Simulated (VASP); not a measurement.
# Pt (Fd-3m) in VASP: further runs

Runs on Pt. Level: PBE. Tasks: single point, relaxation of cell and atoms.

All numbers are computed with VASP 6.6.1; they aren't measurements. Logs are shortened: lines on timing, memory, paths and dates and some standing lists are left out, and cuts for length are marked.

### 1 The cell of the first run

The structure is cubic, space group Fd-3m (No. 227). The conventional cell has a = 5.775 Å, b = 5.775 Å, c = 5.775 Å, α = 90.00°, β = 90.00°, γ = 90.00°. Within 3.3 Å of Pt (site symmetry -43m) lie 4 Pt at 2.50 Å.

This isn't the form of Pt at room conditions, which is fcc.

### 2 Single point, PBE, collinear spin

Input file INCAR:

```
SYSTEM = Pt
ALGO = Normal
EDIFF = 1E-6
ENCUT = 520
GGA = PE
ISIF = 2
ISMEAR = -1
ISPIN = 2
LASPH = .True.
LCHARG = .True.
LELF = .True.
LMAXMIX = 4
LORBIT = 11
LREAL = .False.
LVHAR = .True.
LWAVE = .False.
MAGMOM = 1 1
NBANDS = 21
NELM = 150
PREC = Accurate
SIGMA = 0.05
```

Input file KPOINTS:

```
k-points
0
Gamma
  10 10 10
  0 0 0
```

Input file POSCAR:

```
Pt
1.0
    0.0000000000      2.8874521957      2.8874521957
    2.8874521957      0.0000000000      2.8874521957
    2.8874521957      2.8874521957      0.0000000000
Pt
2
Direct
    0.1250000000      0.1250000000      0.1250000000
    0.8750000000      0.8750000000      0.8750000000
```

Potentials or basis: VASP PAW PBE potentials, release 64 (Pt).

Launch:

```console
cat potpaw_PBE.64/Pt/POTCAR > POTCAR
mpirun -np 1 vasp_std > vasp.out
```

OUTCAR:

```text
SYSTEM = Pt
   EDIFF = 1E-6
   ENCUT = 520
   GGA = PE
   ISIF = 2
   ISMEAR = -1
   ISPIN = 2
   LASPH = .True.
   LORBIT = 11
   LREAL = .False.
   NELM = 150
   PREC = Accurate

 ion  position               nearest neighbor table
   1  0.125  0.125  0.125-   2 2.50   2 2.50   2 2.50   2 2.50
   2  0.875  0.875  0.875-   1 2.50   1 2.50   1 2.50   1 2.50

  LATTYP: Found a face centered cubic cell.
 ALAT       =     5.7749043914

  Lattice vectors:

 A1 = (   0.0000000000,   2.8874521957,   2.8874521957)
 A2 = (   2.8874521957,   0.0000000000,   2.8874521957)
 A3 = (   2.8874521957,   2.8874521957,   0.0000000000)

Analysis of symmetry for initial positions (statically):
=====================================================================
 Subroutine PRICEL returns:
 Original cell was already a primitive cell.

 Routine SETGRP: Setting up the symmetry group for a
 face centered cubic supercell.

 Subroutine GETGRP returns: Found 48 space group operations
 (whereof 12 operations were pure point group operations)
 out of a pool of 48 trial point group operations.

The static configuration has the point symmetry D_3d.
 The point group associated with its full space group is O_h .

Analysis of symmetry for dynamics (positions and initial velocities):
=====================================================================
 Subroutine PRICEL returns:
 Original cell was already a primitive cell.

 Routine SETGRP: Setting up the symmetry group for a
 face centered cubic supercell.

 Subroutine GETGRP returns: Found 48 space group operations
 (whereof 12 operations were pure point group operations)
 out of a pool of 48 trial point group operations.

The dynamic configuration has the point symmetry D_3d.
 The point group associated with its full space group is O_h .

Analysis of structural, dynamic, and magnetic symmetry:
=====================================================================
 Subroutine PRICEL returns:
 Original cell was already a primitive cell.

 Routine SETGRP: Setting up the symmetry group for a
 face centered cubic supercell.

 Subroutine GETGRP returns: Found 48 space group operations
 (whereof 12 operations were pure point group operations)
 out of a pool of 48 trial point group operations.

The overall configuration has the point symmetry D_3d.
 The point group associated with its full space group is O_h .

 Subroutine INISYM returns: Found 48 space group operations
 (whereof 12 operations are pure point group operations),
 and found     1 'primitive' translations

----------------------------------------------------------------------------------------

[... 116 lines left out ...]
   LORBIT       =     11    0 simple, 1 ext, 2 COOP (PROOUT), +10 PAW based schemes
   GGA     = PE    functional components
   LHFCALC =     F    Hartree Fock is set to
   AEXX    =    0.0000 exact exchange contribution
   IVDW    =     0    specifies the selected vdW correction
   LEPSILON=     F    determine dielectric tensor
   LRPA    =     F    only Hartree local field effects (RPA)
 spin polarized calculation
  energy-cutoff  :      520.00
  volume of cell :       48.15
 maximum number of plane-waves:      1311
   NGX = 15   NGY = 15   NGZ = 15

 number of electron      20.0000005 magnetization       0.2792021

 Free energy of the ion-electron system (eV)
  ---------------------------------------------------
  ext. energy  EPLUGINS =         0.00000000
  ---------------------------------------------------
  free energy    TOTEN  =       -10.08041324 eV

  energy without entropy =      -10.03539275  energy(sigma->0) =      -10.05790299

 E-fermi :   5.0272     XC(G=0): -10.4306

 val. band max:        5.0270602333   @ k =  -0.4000   0.4000   0.1000
 cond. band min:       5.0280939023   @ k =   0.4000   0.1000   0.0000
 fundamental gap:      0.0010336690
 Fermi energy:         5.0271546003

 spin component 1

 k-point     1 :       0.0000    0.0000    0.0000
  band No.  band energies     occupation
      1      -1.9497      1.00000
      2       0.5690      1.00000
      3       0.5690      1.00000
      4       0.7174      1.00000
      5       0.7174      1.00000
      6       0.7174      1.00000
[... 565 lines left out ...]
     20      23.3270      0.00000
     21      24.2129      0.00000

 [... further k-points ...]

 spin component 2

 k-point     1 :       0.0000    0.0000    0.0000
  band No.  band energies     occupation
      1      -1.9241      1.00000
      2       0.6457      1.00000
      3       0.6457      1.00000
      4       0.7973      1.00000
      5       0.7973      1.00000
      6       0.7973      1.00000
[... 565 lines left out ...]
     20      23.3576      0.00000
     21      24.2385      0.00000

 [... further k-points ...]

------------------------ aborting loop because EDIFF is reached ----------------------------------------

  FORCE on cell =-STRESS in cart. coord.  units (eV):
  Direction    XX          YY          ZZ          XY          YZ          ZX
  --------------------------------------------------------------------------------------
  -------------------------------------------------------------------------------------
  Total       -0.1069464     -0.1069464     -0.1069464      0.0000000      0.0000000     -0.0000000
  in kB       -3.5587896     -3.5587896     -3.5587896      0.0000000      0.0000000     -0.0000000
  external PRESSURE =      -3.5587896 kB  Pullay stress =       0.0000000 kB

 VOLUME and BASIS-vectors are now :
 -----------------------------------------------------------------------------
  energy-cutoff  :      520.00
  volume of cell :       48.15
      direct lattice vectors                 reciprocal lattice vectors
     0.000000000  2.887452196  2.887452196    -0.173163040  0.173163040  0.173163040
     2.887452196  0.000000000  2.887452196     0.173163040 -0.173163040  0.173163040
     2.887452196  2.887452196  0.000000000     0.173163040  0.173163040 -0.173163040

 POSITION                                       TOTAL-FORCE (eV/Angst)
 -----------------------------------------------------------------------------------
      0.72186      0.72186      0.72186        -0.000000     -0.000000     -0.000000
      5.05304      5.05304      5.05304         0.000000      0.000000      0.000000
 -----------------------------------------------------------------------------------
    total drift:                               -0.000000      0.000000      0.000000

  FREE ENERGIE OF THE ION-ELECTRON SYSTEM (eV)
  ---------------------------------------------------
  free  energy   TOTEN  =       -10.0804132373 eV

  energy  without entropy=      -10.0353927523  energy(sigma->0) =      -10.05790299

 total charge

# of ion       s       p       d       tot
------------------------------------------
    1        0.734   0.459   7.992   9.184
    2        0.734   0.459   7.992   9.184
--------------------------------------------------
tot          1.468   0.917  15.984  18.369

 magnetization (x)

# of ion       s       p       d       tot
------------------------------------------
    1       -0.001   0.001   0.135   0.135
    2       -0.001   0.001   0.135   0.135
--------------------------------------------------
tot         -0.001   0.001   0.270   0.270
```

OSZICAR:

```text
N       E                     dE             d eps       ncg     rms          rms(c)
DAV:   1     0.959208213838E+02    0.95921E+02   -0.94995E+03  3948   0.868E+02
DAV:   2    -0.836900754667E+01   -0.10429E+03   -0.97105E+02  4534   0.193E+02
DAV:   3    -0.106911410617E+02   -0.23221E+01   -0.22993E+01  4745   0.276E+01
[... 16 lines left out ...]
DAV:  20    -0.100804112218E+02   -0.52735E-05   -0.95103E-05  4224   0.510E-02    0.321E-03
DAV:  21    -0.100804124704E+02   -0.12486E-05   -0.23353E-05  4431   0.251E-02    0.339E-03
DAV:  22    -0.100804130683E+02   -0.59791E-06   -0.38980E-05  4146   0.327E-02    0.210E-03
DAV:  23    -0.100804130886E+02   -0.20267E-07   -0.26033E-05  4275   0.267E-02    0.113E-03
DAV:  24    -0.100804132373E+02   -0.14867E-06   -0.33890E-06  3983   0.983E-03
   1 F= -.10080413E+02 E0= -.10057903E+02  d E =-.450205E-01  mag=     0.2861
```

Run time: 4.6 min. Hardware: 1 thread of Intel Xeon 8259CL, shared host; peak memory 0.2 GiB.

Results:

```
Free energy                                           : -10.0804 eV
Pressure                                              : -0.4 GPa
Net moment                                            : 0.28 μB per cell
Site moments                                          : Pt +0.14 μB
Valence electrons inside the program's atomic spheres : Pt 9.18
```

Caveat: spin-orbit coupling is left out, which moves the levels of the heavy elements.

### 3 Single point, PBE, collinear spin (22.15 Å³/atom)

This run uses another cell than the first one, of 22.15 Å³/atom.

Input file INCAR:

```
SYSTEM = Pt
  PREC = Accurate
  ENCUT = 520
  EDIFF = 1E-6
  ISMEAR = -1
  SIGMA = 0.05
  LREAL = .FALSE.
  LASPH = .TRUE.
  NELM = 150
  ALGO = Normal
  ISIF = 2
  LWAVE = .FALSE.
  LCHARG = .FALSE.
  ISPIN = 2
  MAGMOM = 0.194 0.194
  LORBIT = 11
  LMAXMIX = 4
  GGA = PE
  NBANDS = 21
```

Input file KPOINTS:

```
regular mesh
0
G
  15 15 15
  0 0 0
```

Input file POSCAR:

```
Pt
1.0
    0.0000000000      2.8083037418      2.8083037418
    2.8083037418      0.0000000000      2.8083037418
    2.8083037418      2.8083037418      0.0000000000
Pt
2
Direct
    0.1250000000      0.1250000000      0.1250000000
    0.8750000000      0.8750000000      0.8750000000
```

Potentials or basis: VASP PAW PBE potentials, release 64 (Pt).

Launch:

```console
cat potpaw_PBE.64/Pt/POTCAR > POTCAR
mpirun -np 1 vasp_std > vasp.out
```

It took 6 min on 1 thread of Intel Xeon 8259CL, shared host; peak memory 0.27 GiB.

The run converged. Its results:

```
Free energy                                           : -9.9561 eV
Pressure                                              : 11.4 GPa
Band gap on the k mesh                                : zero (filled and empty bands overlap)
Net moment                                            : 0.00 μB per cell
Valence electrons inside the program's atomic spheres : Pt 9.35
```

Levels at points of the mesh, in eV from the Fermi level:
Spin up:
```tsv
k point	band 8	band 9	band 10	band 11	band 12	band 13
(0.00, 0.00, 0.00)	-2.09	-2.09	-0.08	-0.08	10.80	10.85
```
Spin down:
```csv
k point,band 8,band 9,band 10,band 11,band 12,band 13
"(0.00, 0.00, 0.00)",-2.09,-2.09,-0.08,-0.08,10.80,10.85
```

Caveat: the cell stands under pressure; spin-orbit coupling is left out, which moves the levels of the heavy elements.

### 4 Relaxation of cell and atoms, PBE, collinear spin

This run uses another cell than the first one, of 20.38 Å³/atom.

Input file INCAR:

```
SYSTEM = Pt
PREC = Accurate ; ENCUT = 600
EDIFF = 1E-6 ; ISMEAR = -1
SIGMA = 0.05 ; LREAL = .False.
LASPH = .True. ; NELM = 150
ALGO = Normal ; ISIF = 3
LWAVE = .False. ; LCHARG = .False.
ISPIN = 2 ; MAGMOM = 1 1
LORBIT = 11 ; LMAXMIX = 4
GGA = PE ; IBRION = 2
NSW = 80 ; EDIFFG = -0.01
```

Input file KPOINTS:

```
regular mesh
0
Gamma
  10 10 10
  0 0 0
```

Input file POSCAR:

```
Pt
1.0
    0.0000000000      2.7314125730      2.7314125730
    2.7314125730      0.0000000000      2.7314125730
    2.7314125730      2.7314125730      0.0000000000
Pt
2
Direct
    0.1250000000      0.1250000000      0.1250000000
    0.8750000000      0.8750000000      0.8750000000
```

Launch:

```console
cat potpaw_PBE.64/Pt/POTCAR > POTCAR
mpirun -np 1 vasp_std > vasp.out
```

It took 5.3 min on 1 thread of Intel Xeon 8259CL, shared host; peak memory 0.21 GiB.

The run converged. Its results:

- Free energy: -10.0777 eV
- Relaxed volume: 23.99 Å³/atom
- Relaxed cell: a = 4.079 Å, b = 4.079 Å, c = 4.079 Å, α = 60.00°, β = 60.00°, γ = 60.00°
- Space group after relaxing (to 0.1 Å): Fd-3m (No. 227)
- Energy gained by relaxing: 276.1 meV/atom
- Ionic steps: 5
- Pressure after relaxing: 0.0 GPa
- Band gap on the k mesh: zero (filled and empty bands overlap)
- Net moment: 0.00 μB per cell
- Valence electrons inside the program's atomic spheres: Pt 9.19

The path:
| step | energy change (eV) | largest force (eV/Å) | pressure (GPa) | volume (Å³) |
| --- | --- | --- | --- | --- |
| 1 | 0.0000 | 0.0000 | 28.99 | 40.76 |
| 2 | 0.7096 | 0.0000 | -15.00 | 66.61 |
| 3 | -0.5462 | 0.0000 | -2.05 | 48.88 |
| 4 | -0.5517 | 0.0000 | -0.55 | 48.21 |
| 5 | -0.5521 | 0.0000 | 0.01 | 47.98 |

Final structure:
```
Pt
1.0
     0.00000    2.88402    2.88402
     2.88402    0.00000    2.88402
     2.88402    2.88402    0.00000
Pt
2
Direct
  0.12500 0.12500 0.12500
  0.87500 0.87500 0.87500
```

Levels at points of the mesh, in eV from the Fermi level:
Spin up:
```tsv
k point	band 6	band 7	band 8	band 9	band 10	band 11	band 12	band 13	band 14	band 15
(0.00, 0.00, 0.00)	-4.29	-1.84	-1.84	-1.84	-0.09	-0.09	10.44	10.58	11.56	11.56
(0.50, 0.00, 0.00)	-4.12	-1.36	-1.36	-1.30	-0.41	-0.41	0.74	7.95	7.95	9.94
(0.50, 0.50, 0.00)	-3.34	-2.45	-2.45	-0.16	-0.16	1.28	1.28	3.91	3.91	9.36
```
Spin down:
| k point | band 6 | band 7 | band 8 | band 9 | band 10 | band 11 | band 12 | band 13 | band 14 | band 15 |
| --- | --- | --- | --- | --- | --- | --- | --- | --- | --- | --- |
| (0.00, 0.00, 0.00) | -4.29 | -1.84 | -1.84 | -1.84 | -0.09 | -0.09 | 10.44 | 10.58 | 11.56 | 11.56 |
| (0.50, 0.00, 0.00) | -4.12 | -1.36 | -1.36 | -1.30 | -0.41 | -0.41 | 0.74 | 7.95 | 7.95 | 9.94 |
| (0.50, 0.50, 0.00) | -3.34 | -2.45 | -2.45 | -0.16 | -0.16 | 1.28 | 1.28 | 3.91 | 3.91 | 9.36 |

Caveat: the volume moved by over 15 % at a fixed basis, so the end points are rough; spin-orbit coupling is left out, which moves the levels of the heavy elements.

### 5 Single point, PBE, collinear spin

Input file INCAR:

```
  PREC = Accurate
  ENCUT = 520
  EDIFF = 1E-6
  ISMEAR = -1
  SIGMA = 0.05
  LREAL = False
  LASPH = True
  NELM = 150
  ALGO = Normal
  ISIF = 2
  LWAVE = False
  LCHARG = False
  ISPIN = 2
  MAGMOM = 1 1
  LORBIT = 11
  LMAXMIX = 4
  GGA = PE
  NBANDS = 21
```

Input file KPOINTS:

```
Automatic mesh
0
Gamma
  15 15 15
```

Input file POSCAR:

```
Pt
1.0
    0.0000000000      2.8874521957      2.8874521957
    2.8874521957      0.0000000000      2.8874521957
    2.8874521957      2.8874521957      0.0000000000
Pt
2
Direct
    0.1250000000      0.1250000000      0.1250000000
    0.8750000000      0.8750000000      0.8750000000
```

Launch:

```console
cat potpaw_PBE.64/Pt/POTCAR > POTCAR
mpirun -np 1 vasp_std > vasp.out
```

It took 8.5 min on 1 thread of Intel Xeon 8259CL, shared host; peak memory 0.28 GiB.

It converged, with:

```yaml
Free_energy: -10.0787 eV
Pressure: -0.2 GPa
Net_moment: 0.45 μB per cell
Site_moments: Pt +0.22 μB
Valence_electrons_inside_the_program's_atomic_spheres: Pt 9.19
```

Levels at points of the mesh, in eV from the Fermi level:
Spin up:
```
           k point  band 8  band 9  band 10  band 11  band 12  band 13
(0.00, 0.00, 0.00)   -1.90   -1.90    -0.17    -0.17    10.37    10.56
```
Spin down:
| k point | band 6 | band 7 | band 8 | band 9 | band 10 | band 11 | band 12 | band 13 | band 14 | band 15 |
| --- | --- | --- | --- | --- | --- | --- | --- | --- | --- | --- |
| (0.00, 0.00, 0.00) | -4.21 | -1.75 | -1.75 | -1.75 | -0.01 | -0.01 | 10.47 | 10.57 | 11.56 | 11.56 |

Caveat: spin-orbit coupling is left out, which moves the levels of the heavy elements.

### 6 The runs side by side

```tsv
task	cell	k mesh	cutoff (eV)	gap on the mesh (eV)	pressure (GPa)	moment (μB)
single point	a = 4.083 Å, angles 60.0°, 2 atoms	10 × 10 × 10	520	none	-0.4	0.28
single point	a = 3.972 Å, angles 60.0°, 2 atoms	15 × 15 × 15	520	none	11.4	0.00
relaxation of cell and atoms	relaxed from a = 3.863 Å, angles 60.0°, 2 atoms	10 × 10 × 10	600	none	0.0	0.00
single point	a = 4.083 Å, angles 60.0°, 2 atoms	15 × 15 × 15	520	none	-0.2	0.45
```

Alike in all rows: level PBE; potentials or basis VASP PAW PBE potentials, release 64 (Pt); spin collinear; smearing fermi-dirac 0.05 eV.

Caveats: spin-orbit coupling is left out, which moves the levels of the heavy elements; the cell stands under pressure (at least some runs); the volume moved by over 15 % at a fixed basis, so the end points are rough (at least some runs).

Total energies depend on the potentials used, so only differences within one code and one set of settings carry meaning.
